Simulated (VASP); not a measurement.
# HfGe (Pm-3m) in VASP: a series of runs, part 2 of 2

VASP 6.6.1.

## Step 3: Single point, LDA, non-collinear spin, zero start, spin-orbit coupling

This run uses another cell than the first one, of 17.55 Å³/atom, 0.818 times its volume.

INCAR reads:

```
PREC = Accurate ; ENCUT = 520
EDIFF = 1E-6 ; ISMEAR = 1
SIGMA = 0.01 ; LREAL = False
LASPH = True ; NELM = 150
ALGO = Normal ; ISIF = 2
LWAVE = False ; LCHARG = True
LNONCOLLINEAR = True ; MAGMOM = 0 0 0 0 0 0
LORBIT = 11 ; LSORBIT = True
GGA_COMPAT = False ; LORBMOM = True
LMAXMIX = 4 ; GGA = CA
LVHAR = True ; NBANDS = 36
```

KPOINTS reads:

```
Automatic mesh
0
Gamma
  8 8 8
```

POSCAR reads:

```
HfGe
1.0
    3.2743833185      0.0000000000      0.0000000000
    0.0000000000      3.2743833185      0.0000000000
    0.0000000000      0.0000000000      3.2743833185
Hf Ge
1 1
Direct
    0.0000000000      0.0000000000      0.0000000000
    0.5000000000      0.5000000000      0.5000000000
```

Potentials or basis: VASP PAW LDA potentials, release 64 (Hf_pv, Ge_d).

Command:

```bash
$ cat potpaw_LDA.64/Hf_pv/POTCAR potpaw_LDA.64/Ge_d/POTCAR > POTCAR
$ mpirun -np 1 vasp_ncl > vasp.out
```

It took 73 s on 1 thread of AMD EPYC 7R43 (Zen 3), shared host; peak memory 0.18 GiB.

The run converged. Its results:

| Quantity | Value |
| --- | --- |
| Free energy | -17.3437 eV |
| Pressure | -0.1 GPa |
| Net moment | 0.00 μB per cell |
| Valence electrons inside the program's atomic spheres | Hf 8.50; Ge 12.50 |

Moments on the atoms (μB; x, y, z):
```
Hf  0.00 0.00 0.00
Ge  0.00 0.00 0.00
```

## Step 4: Single point, BLYP+D4, non-collinear spin, zero start, spin-orbit coupling

INCAR reads:

```
SYSTEM = HfGe
  PREC = Accurate
  ENCUT = 520
  EDIFF = 1E-6
  ISMEAR = -1
  SIGMA = 0.1
  LREAL = .False.
  LASPH = .True.
  NELM = 150
  ALGO = Normal
  ISIF = 2
  LWAVE = .False.
  LCHARG = .True.
  MAGMOM = 0 0 0 0 0 0
  LORBIT = 11
  LSORBIT = .True.
  GGA_COMPAT = .False.
  LORBMOM = .True.
  LMAXMIX = 4
  GGA = B5
  ALDAX = 1.0
  AGGAX = 1.0
  AGGAC = 1.0
  ALDAC = 0.0
  IVDW = 13
  VDW_S6 = 1.0
  VDW_S8 = 2.34076671
  VDW_A1 = 0.44488865
  VDW_A2 = 4.0933009
  LVHAR = .True.
  NBANDS = 36
```

KPOINTS reads:

```
Automatic mesh
0
Gamma
  8 8 8
  0 0 0
```

POSCAR reads:

```
HfGe
1.0
    3.5008378700      0.0000000000      0.0000000000
    0.0000000000      3.5008378700      0.0000000000
    0.0000000000      0.0000000000      3.5008378700
Hf Ge
1 1
Direct
    0.0000000000      0.0000000000      0.0000000000
    0.5000000000      0.5000000000      0.5000000000
```

Potentials or basis: VASP PAW PBE potentials, release 64 (Hf_pv, Ge_d).

Command:

```bash
$ cat potpaw_PBE.64/Hf_pv/POTCAR potpaw_PBE.64/Ge_d/POTCAR > POTCAR
$ mpirun -np 1 vasp_ncl > vasp.out
```

OUTCAR:

```text
SYSTEM = HfGe
   PREC = Accurate
   ENCUT = 520
   EDIFF = 1E-6
   ISMEAR = -1
   LREAL = .False.
   LASPH = .True.
   NELM = 150
   ISIF = 2
   LORBIT = 11
   LSORBIT = .True.
   GGA = B5
   IVDW = 13

 ion  position               nearest neighbor table
   1  0.000  0.000  0.000-   2 3.03   2 3.03   2 3.03   2 3.03   2 3.03   2 3.03   2 3.03   2 3.03

   2  0.500  0.500  0.500-   1 3.03   1 3.03   1 3.03   1 3.03   1 3.03   1 3.03   1 3.03   1 3.03

  LATTYP: Found a simple cubic cell.
 ALAT       =     3.5008378700

  Lattice vectors:

 A1 = (   3.5008378700,   0.0000000000,   0.0000000000)
 A2 = (   0.0000000000,   3.5008378700,   0.0000000000)
 A3 = (   0.0000000000,   0.0000000000,   3.5008378700)

Analysis of symmetry for initial positions (statically):
=====================================================================
 Subroutine PRICEL returns:
 Original cell was already a primitive cell.

 Routine SETGRP: Setting up the symmetry group for a
 simple cubic supercell.

 Subroutine GETGRP returns: Found 48 space group operations
[... 9 lines left out ...]

 Routine SETGRP: Setting up the symmetry group for a
 simple cubic supercell.
[... 1194 lines left out ...]
     0.0000000     0.0000000     0.0000000     0.0000000     0.0000000     0.0000000     0.0000000
     0.0000000     0.0000000     0.0000000     0.0000000     0.0000000     0.0000000     0.0000000
     0.0000000     0.0000000     0.0000000     0.0000000     0.0000000     0.0000000     0.0000000
     0.0000000     0.0000000     0.0000000     0.0000000     0.0000000     0.0000000     0.0000000
     0.0000000     0.0000000     0.0000000     0.0000000     0.0000000     0.0000000     0.0000000

 Ion:    2  E_soc:     -0.0262523
 l=   1
     0.0000000    -0.0034801    -0.0034801
    -0.0034801     0.0000000    -0.0034801
    -0.0034801    -0.0034801     0.0000000
 l=   2
     0.0000000    -0.0001580     0.0000000    -0.0001580    -0.0007373
    -0.0001580     0.0000000    -0.0005530    -0.0001580    -0.0001843
     0.0000000    -0.0005530     0.0000000    -0.0005530     0.0000000
    -0.0001580    -0.0001580    -0.0005530     0.0000000    -0.0001843
    -0.0007373    -0.0001843     0.0000000    -0.0001843     0.0000000
 l=   3
     0.0000000     0.0000000     0.0000000     0.0000000     0.0000000     0.0000000     0.0000000
     0.0000000     0.0000000     0.0000000     0.0000000     0.0000000     0.0000000     0.0000000
     0.0000000     0.0000000     0.0000000     0.0000000     0.0000000     0.0000000     0.0000000
     0.0000000     0.0000000     0.0000000     0.0000000     0.0000000     0.0000000     0.0000000
     0.0000000     0.0000000     0.0000000     0.0000000     0.0000000     0.0000000     0.0000000
     0.0000000     0.0000000     0.0000000     0.0000000     0.0000000     0.0000000     0.0000000
     0.0000000     0.0000000     0.0000000     0.0000000     0.0000000     0.0000000     0.0000000

 total charge

# of ion       s       p       d       tot
------------------------------------------
    1        0.301   6.325   1.518   8.145
    2        1.172   1.160  10.002  12.333
--------------------------------------------------
tot          1.473   7.485  11.520  20.478

 magnetization (x)

# of ion       s       p       d       tot
------------------------------------------
    1        0.000   0.000  -0.000   0.000
    2        0.000  -0.000   0.000   0.000
--------------------------------------------------
tot          0.000   0.000  -0.000   0.000

 magnetization (y)

# of ion       s       p       d       tot
------------------------------------------
    1        0.000   0.000  -0.000   0.000
    2        0.000  -0.000  -0.000  -0.000
--------------------------------------------------
tot          0.000   0.000  -0.000   0.000

 magnetization (z)

# of ion       s       p       d       tot
------------------------------------------
    1        0.000   0.000  -0.000   0.000
    2       -0.000   0.000  -0.000  -0.000
--------------------------------------------------
tot         -0.000   0.000  -0.000  -0.000
```

stdout:

```text
POSCAR found type information on POSCAR HfGe
 POSCAR found :  2 types and       2 ions
 scaLAPACK will be used
 -----------------------------------------------------------------------------
|                                                                             |
|                                                                             |
|     You enforced a specific xc type in the INCAR file but a different       |
|     I HOPE YOU KNOW WHAT YOU ARE DOING!                                     |
|                                                                             |
 -----------------------------------------------------------------------------

 LDA part: xc-table for (Slater(with rela. corr.)+VWN5), standard interpolation
 POSCAR, INCAR and KPOINTS ok, starting setup
 FFT: planning ... GRIDC
 FFT: planning ... GRID_SOFT
 FFT: planning ... GRID
 WAVECAR not read
 entering main loop
```

Wall time 2 min (1 thread of AMD EPYC 7R43 (Zen 3), shared host); peak memory 0.25 GiB.

Results:

```
Free energy                                           : -14.3080 eV
Pressure                                              : -10.5 GPa
Net moment                                            : 0.00 μB per cell
Valence electrons inside the program's atomic spheres : Hf 8.14; Ge 12.33
Dispersion energy per atom                            : -0.479 eV
```

Moments on the atoms (μB; x, y, z):
```
Hf  0.00 0.00 0.00
Ge  0.00 0.00 0.00
```

Caveat: the PAW data sets were made with another functional, which shifts forces and pressure a little.

## Step 5: Summary

| level | potentials or basis | cell | k mesh | smearing | pressure (GPa) | moment (μB) |
| --- | --- | --- | --- | --- | --- | --- |
| LDA | VASP PAW LDA potentials, release 64 (Hf_pv, Ge_d) | a = 3.501 Å, 2 atoms | 6 × 6 × 6 | fermi-dirac 0.05 eV | -18.1 | 0.00 |
| LDA | VASP PAW LDA potentials, release 64 (Hf_pv, Ge_d) | a = 3.274 Å, 2 atoms | 8 × 8 × 8 | methfessel-paxton 0.01 eV | -0.1 | 0.00 |
| BLYP+D4 | VASP PAW PBE potentials, release 64 (Hf_pv, Ge_d) | a = 3.501 Å, 2 atoms | 8 × 8 × 8 | fermi-dirac 0.1 eV | -10.5 | 0.00 |

Alike in all rows: task single point; spin non-collinear, zero start, SOC; cutoff (eV) 520.

Caveats: the PAW data sets were made with another functional, which shifts forces and pressure a little (some runs).

Absolute energies hang on the potentials; compare differences alone.
